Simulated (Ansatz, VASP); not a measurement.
# One calculation of LiH, two programs

```
Li H
1.0
     2.51525    0.01359    0.01359
     0.01359    2.51525    0.01359
     0.01359    0.01359    2.51525
Li H
1 1
Cartesian
  0.0000 0.0000 0.0000
  1.2712 1.2712 1.2712
```

Change from the starting cell: shear_111 strain +1.6%.

Alike in both runs: task single point; functional HSE06; k mesh 8 × 8 × 8; no spin polarisation.

|  | VASP | Ansatz |
| --- | --- | --- |
| version | VASP 6.6.1 | Ansatz 0.2.0 |
| potentials or method | VASP PAW PBE potentials, release 64 (Li_sv, H) | plane waves, PAW |
| plane-wave cutoff (eV) | 520 | 420 |
| occupations | gaussian, width 0.01 eV | fixed |
| valence electrons in the cell | 4 | 4 |

|  | VASP | Ansatz | Ansatz less VASP |
| --- | --- | --- | --- |
| gap on the k mesh at the Fermi level (eV) | 1.44 | 1.42 | -0.023 |

Ansatz's warnings: stress exchange threshold loose, stress scf threshold loose.

Noted on VASP's run: the cutoff is short for stress, so the pressure is rough.
